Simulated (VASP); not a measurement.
# SnO in VASP: notebook

Runs on SnO. Level: PBE+D3(BJ). Tasks: single point.

All numbers are computed with VASP 6.6.1; they aren't measurements. Logs are shortened: lines on timing, memory, paths and dates and some standing lists are left out, and cuts for length are marked.

### 1 The cell of the first run

The cell holds a slab with vacuum, 8 atoms: a = 3.820 Å, b = 3.820 Å, c = 22.226 Å, α = 90.00°, β = 90.00°, γ = 90.00°.

### 2 Single point, PBE+D3(BJ) (layers slid over each other)

The input, INCAR:

```
SYSTEM = SnO
PREC = Accurate ; ENCUT = 520
EDIFF = 1E-6 ; ISMEAR = 0
SIGMA = 0.05 ; LREAL = .FALSE.
LASPH = .TRUE. ; NELM = 80
ALGO = Normal ; ISIF = 2
LWAVE = .FALSE. ; LCHARG = .TRUE.
LDIPOL = .TRUE. ; IDIPOL = 3
DIPOL = 0.5 0.5 0.399 ; GGA = PE
IVDW = 12 ; LELF = .TRUE.
LVHAR = .TRUE. ; LVACPOTAV = .TRUE.
NBANDS = 50
```

The input, KPOINTS:

```
Automatic mesh
0
G
  7 7 1
  0 0 0
```

The input, POSCAR:

```
SnO
1.0
    3.8201715376      0.0000000000      0.0000000000
    0.0000000000      3.8201715376      0.0000000000
    0.0000000000      0.0000000000     22.2260699824
Sn O
4 4
Direct
    0.5000000000      0.0000000000      0.2024649434
    0.0000000000      0.5000000000      0.3087831091
    0.2500000000      0.7500000000      0.4896517918
    0.7500000000      0.2500000000      0.5959699575
    0.0000000000      0.0000000000      0.2556240262
    0.5000000000      0.5000000000      0.2556240262
    0.7500000000      0.7500000000      0.5428108746
    0.2500000000      0.2500000000      0.5428108746
```

Potentials or basis: VASP PAW PBE potentials, release 64 (Sn_d, O).

Started as:

```console
$ cat potpaw_PBE.64/Sn_d/POTCAR potpaw_PBE.64/O/POTCAR > POTCAR
$ mpirun -np 1 vasp_std > vasp.out
```

OUTCAR:

```text
SYSTEM = SnO
   PREC = Accurate
   ENCUT = 520
   EDIFF = 1E-6
   ISMEAR = 0
   LREAL = .FALSE.
   LASPH = .TRUE.
   NELM = 80
   ISIF = 2
   GGA = PE
   IVDW = 12
 IVDW          = 12

 ion  position               nearest neighbor table
   1  0.500  0.000  0.202-   5 2.25   6 2.25   6 2.25   5 2.25   2 3.59   2 3.59   2 3.59   2 3.59

   2  0.000  0.500  0.309-   5 2.25   6 2.25   5 2.25   6 2.25   1 3.59   1 3.59   1 3.59   1 3.59

   3  0.250  0.750  0.490-   7 2.25   8 2.25   8 2.25   7 2.25   4 3.59   4 3.59   4 3.59   4 3.59

   4  0.750  0.250  0.596-   7 2.25   8 2.25   7 2.25   8 2.25   3 3.59   3 3.59   3 3.59   3 3.59

   5  0.000  0.000  0.256-   1 2.25   1 2.25   2 2.25   2 2.25
   6  0.500  0.500  0.256-   1 2.25   1 2.25   2 2.25   2 2.25
   7  0.750  0.750  0.543-   3 2.25   3 2.25   4 2.25   4 2.25
   8  0.250  0.250  0.543-   3 2.25   3 2.25   4 2.25   4 2.25

  LATTYP: Found a simple tetragonal cell.
 ALAT       =     3.8201715376
 C/A-ratio  =     5.8180816656

  Lattice vectors:

 A1 = (   3.8201715376,   0.0000000000,   0.0000000000)
 A2 = (   0.0000000000,   3.8201715376,   0.0000000000)
 A3 = (   0.0000000000,   0.0000000000,  22.2260699824)

Analysis of symmetry for initial positions (statically):
=====================================================================
 Subroutine PRICEL returns:
 Original cell was already a primitive cell.

 Routine SETGRP: Setting up the symmetry group for a
 simple tetragonal supercell.

 Subroutine GETGRP returns: Found  4 space group operations
 (whereof  1 operations were pure point group operations)
 out of a pool of 16 trial point group operations.

The static configuration has the point symmetry C_1 .
 The point group associated with its full space group is C_2h.

Analysis of symmetry for dynamics (positions and initial velocities):
=====================================================================
 Subroutine PRICEL returns:
 Original cell was already a primitive cell.

 Routine SETGRP: Setting up the symmetry group for a
 simple tetragonal supercell.

 Subroutine GETGRP returns: Found  4 space group operations
 (whereof  1 operations were pure point group operations)
 out of a pool of 16 trial point group operations.

The dynamic configuration has the point symmetry C_1 .
 The point group associated with its full space group is C_2h.

 Subroutine INISYM returns: Found  4 space group operations
 (whereof  1 operations are pure point group operations),
 and found     1 'primitive' translations

----------------------------------------------------------------------------------------

                                     Primitive cell

  volume of cell :     324.3608

  direct lattice vectors                    reciprocal lattice vectors
     3.820171538  0.000000000  0.000000000     0.261768350  0.000000000  0.000000000
     0.000000000  3.820171538  0.000000000     0.000000000  0.261768350  0.000000000
     0.000000000  0.000000000 22.226069982     0.000000000  0.000000000  0.044992210

  length of vectors
     3.820171538  3.820171538 22.226069982     0.261768350  0.261768350  0.044992210

  position of ions in fractional coordinates (direct lattice)
     0.500000000  0.000000000  0.202464943
     0.000000000  0.500000000  0.308783109
     0.250000000  0.750000000  0.489651792
     0.750000000  0.250000000  0.595969958
     0.000000000  0.000000000  0.255624026
     0.500000000  0.500000000  0.255624026
     0.750000000  0.750000000  0.542810875
     0.250000000  0.250000000  0.542810875

  ion indices of the primitive-cell ions
   primitive index   ion index
                 1           1
                 2           2
                 3           3
                 4           4
                 5           5
                 6           6
                 7           7
                 8           8

----------------------------------------------------------------------------------------

 KPOINTS: Automatic mesh

Automatic generation of k-mesh.
 Grid dimensions read from file:
 generate k-points for:    7    7    1

 Generating k-lattice:

  Cartesian coordinates                     Fractional coordinates (reciprocal lattice)
     0.037395479  0.000000000  0.000000000     0.142857143  0.000000000  0.000000000
     0.000000000  0.037395479  0.000000000     0.000000000  0.142857143  0.000000000
     0.000000000  0.000000000  0.044992210     0.000000000  0.000000000  1.000000000

  Length of vectors
     0.037395479  0.037395479  0.044992210

  Shift w.r.t. Gamma in fractional coordinates (k-lattice)
     0.000000000  0.000000000  0.000000000

 Subroutine IBZKPT returns following result:
 ===========================================

 Found     16 irreducible k-points:

 Following reciprocal coordinates:
            Coordinates               Weight
  0.000000  0.000000  0.000000      1.000000
  0.142857  0.000000  0.000000      4.000000
  0.285714  0.000000  0.000000      4.000000
  0.428571  0.000000  0.000000      4.000000
  0.142857  0.142857  0.000000      2.000000
 -0.142857  0.142857  0.000000      2.000000
[... 8 lines left out ...]
  0.428571  0.428571  0.000000      2.000000
 -0.428571  0.428571  0.000000      2.000000
   k-points           NKPTS =     16   k-points in BZ     NKDIM =     16   number of bands    NBANDS=     50
   number of dos      NEDOS =    301   number of ions     NIONS =      8
   total plane-waves  NPLWV = 131712
   dimension x,y,z NGX =    28 NGY =   28 NGZ =  168
   dimension x,y,z NGXF=    56 NGYF=   56 NGZF=  336
   ions per type =               4   4
   NGX,Y,Z   is equivalent  to a cutoff of  12.19, 12.19, 12.57 a.u.
   NGXF,Y,Z  is equivalent  to a cutoff of  24.37, 24.37, 25.13 a.u.
 SYSTEM =  SnO
   PREC   = accura    normal or accurate (medium, high low for compatibility)
   ISTART =      0    job   : 0-new  1-cont  2-samecut
   ICHARG =      2    charge: 1-file 2-atom 10-const
   ISPIN  =      1    spin polarized calculation?
   LNONCOLLINEAR =      F non collinear calculations
   LSORBIT =      F    spin-orbit coupling
   LASPH  =      T    aspherical Exc in radial PAW
   ENCUT  =  520.0 eV  38.22 Ry    6.18 a.u.   7.10  7.10 41.33*2*pi/ulx,y,z
   NELM   =     80;   NELMIN=  2; NELMDL= -5     # of ELM steps
   EDIFF  = 0.1E-05   stopping-criterion for ELM
   LREAL  =      F    real-space projection
   EDIFFG = 0.1E-04   stopping-criterion for IOM
   NSW    =      0    number of steps for IOM
   IBRION =     -1    ionic relax: 0-MD 1-quasi-New 2-CG
   NFREE  =      0    steps in history (QN), initial steepest desc. (CG)
   ISIF   =      2    stress and relaxation
   ISYM   =      2    0-nonsym 1-usesym 2-fastsym
   POTIM  = 0.5000    time-step for ionic-motion
   TEBEG  =    0.0;   TEEND  =   0.0 temperature during run
   PSTRESS=    0.0 pullay stress
   NELECT =      80.0000    total number of electrons
   NUPDOWN=      -1.0000    fix difference up-down
   EMIN   =  10.00;   EMAX   =-10.00  energy-range for DOS
   EFERMI =   0.00;   METHOD = LEGACY
   ISMEAR =     0;   SIGMA  =   0.05  broadening in eV -4-tet -1-fermi 0-gaus
   EFERMI_NEDOS =   21; number of points for ismear=-14 and -15
   IALGO  =     38    algorithm
   IMIX   =      4    mixing-type and parameters
     AMIX     =   0.40;   BMIX     =  1.00
     AMIX_MAG =   1.60;   BMIX_MAG =  1.00
  volume/ion in A,a.u.               =      40.55       273.61
  Fermi-wavevector in a.u.,A,eV,Ry     =   1.026665  1.940115 14.341094  1.054041
  Thomas-Fermi vector in A             =   2.160569
   LORBIT       =      0    0 simple, 1 ext, 2 COOP (PROOUT), +10 PAW based schemes
   GGA     = PE    functional components
   LHFCALC =     F    Hartree Fock is set to
   AEXX    =    0.0000 exact exchange contribution
   IVDW    =    12    specifies the selected vdW correction
   LEPSILON=     F    determine dielectric tensor
   LRPA    =     F    only Hartree local field effects (RPA)
 non-spin polarized calculation
 Gauss-broadening in eV      SIGMA  =   0.05
  energy-cutoff  :      520.00
  volume of cell :      324.36
 maximum number of plane-waves:      8769
   NGX = 15   NGY = 15   NGZ = 83

 dipolmoment           0.000000      0.000000      0.000008 electrons x Angstroem

 number of electron      79.9999971 magnetization

 dipolmoment           0.000000      0.000000     -0.000001 electrons x Angstroem

 Free energy of the ion-electron system (eV)
  ---------------------------------------------------
  ext. energy  EPLUGINS =         0.00000000
  ---------------------------------------------------
  free energy    TOTEN  =       -45.15904412 eV

  energy without entropy =      -45.15904412  energy(sigma->0) =      -45.15904412

 E-fermi :   0.1103     XC(G=0):  -5.3026

 val. band max:       -0.1565152135   @ k =  -0.1429   0.1429   0.0000
 cond. band min:       2.3124540870   @ k =  -0.4286   0.4286   0.0000
 fundamental gap:      2.4689693005
 Fermi energy:         0.1103435536

 k-point     1 :       0.0000    0.0000    0.0000
  band No.  band energies     occupation
      1     -21.0532      2.00000
      2     -21.0532      2.00000
      3     -20.6928      2.00000
      4     -20.6928      2.00000
      5     -20.6553      2.00000
      6     -20.6553      2.00000
[... 42 lines left out ...]
     49       5.1354      0.00000
     50       5.1898      0.00000

 k-point     2 :       0.1429    0.0000    0.0000
  band No.  band energies     occupation
      1     -21.0443      2.00000
      2     -21.0442      2.00000
      3     -20.6934      2.00000
      4     -20.6934      2.00000
      5     -20.6570      2.00000
      6     -20.6569      2.00000
[... 42 lines left out ...]
     49       5.3077      0.00000
     50       5.4654      0.00000

 k-point     3 :       0.2857    0.0000    0.0000
  band No.  band energies     occupation
      1     -21.0194      2.00000
      2     -21.0193      2.00000
      3     -20.7899      2.00000
      4     -20.7897      2.00000
      5     -20.6612      2.00000
      6     -20.6612      2.00000
[... 678 lines left out ...]
     49       5.8784      0.00000
     50       6.4061      0.00000

 k-point    16 :      -0.4286    0.4286    0.0000
  band No.  band energies     occupation
      1     -20.9942      2.00000
      2     -20.9939      2.00000
      3     -20.9807      2.00000
      4     -20.9799      2.00000
      5     -20.6595      2.00000
      6     -20.6595      2.00000
[... 42 lines left out ...]
     49       5.8829      0.00000
     50       6.4990      0.00000

------------------------ aborting loop because EDIFF is reached ----------------------------------------

 Edisp (eV)   -1.25360

 E8    (eV) :    -0.5544

  FORCE on cell =-STRESS in cart. coord.  units (eV):
  Direction    XX          YY          ZZ          XY          YZ          ZX
  --------------------------------------------------------------------------------------
  -------------------------------------------------------------------------------------
  Total       0.23236     0.23236     0.02472     0.04124     0.28362     0.28362
  in kB       1.14774     1.14774     0.12208     0.20369     1.40096     1.40095
  external pressure =        0.81 kB  Pullay stress =        0.00 kB

 VOLUME and BASIS-vectors are now :
 -----------------------------------------------------------------------------
  energy-cutoff  :      520.00
  volume of cell :      324.36
      direct lattice vectors                 reciprocal lattice vectors
     3.820171538  0.000000000  0.000000000     0.261768350  0.000000000  0.000000000
     0.000000000  3.820171538  0.000000000     0.000000000  0.261768350  0.000000000
     0.000000000  0.000000000 22.226069982     0.000000000  0.000000000  0.044992210

 POSITION                                       TOTAL-FORCE (eV/Angst)
 -----------------------------------------------------------------------------------
      1.91009      0.00000      4.50000        -0.005428     -0.005428     -0.079051
      0.00000      1.91009      6.86303        -0.029852     -0.029852      0.103571
      0.95504      2.86513     10.88303         0.029852      0.029852     -0.103571
      2.86513      0.95504     13.24607         0.005428      0.005428      0.079051
      0.00000      0.00000      5.68152         0.010932     -0.029058      0.007280
      1.91009      1.91009      5.68152        -0.029058      0.010932      0.007280
      2.86513      2.86513     12.06455         0.029058     -0.010932     -0.007280
      0.95504      0.95504     12.06455        -0.010932      0.029058     -0.007280
 -----------------------------------------------------------------------------------
    total drift:                               -0.000000     -0.000000     -0.000012

  FREE ENERGIE OF THE ION-ELECTRON SYSTEM (eV)
  ---------------------------------------------------
  free  energy   TOTEN  =       -46.4126408134 eV

  energy  without entropy=      -46.4126408134  energy(sigma->0) =      -46.41264081

 vacuum level on the upper side and lower side of the slab         4.931         4.931
```

It took 5.1 min on 1 thread of Intel Xeon Platinum 8488C (Sapphire Rapids), shared host; peak memory 0.44 GiB.

What came out:

| Item | Value |
| --- | --- |
| Free energy | -46.4126 eV |
| Largest force | 0.112 eV/Å |
| Band gap on the k mesh | 2.47 eV (least direct gap 2.53 eV) |
| Dispersion energy per atom | -0.157 eV |

Forces on the atoms (eV/Å):
```
Sn  -0.005 -0.005 -0.079
Sn  -0.030 -0.030  0.104
Sn   0.030  0.030 -0.104
Sn   0.005  0.005  0.079
O    0.011 -0.029  0.007
O   -0.029  0.011  0.007
O    0.029 -0.011 -0.007
O   -0.011  0.029 -0.007
```

Levels at points of the mesh, in eV from the valence-band top:
```
           k point  band 37  band 38  band 39  band 40  band 41  band 42  band 43  band 44
(0.00, 0.00, 0.00)    -1.99    -1.99    -0.68    -0.03     2.50     2.82     2.82     3.86
```

Caveat: the cell differs from its parent crystal (layers slid over each other); spin-orbit coupling is left out, which moves the levels of the heavy elements.

(Continued in part 2 of 2.)
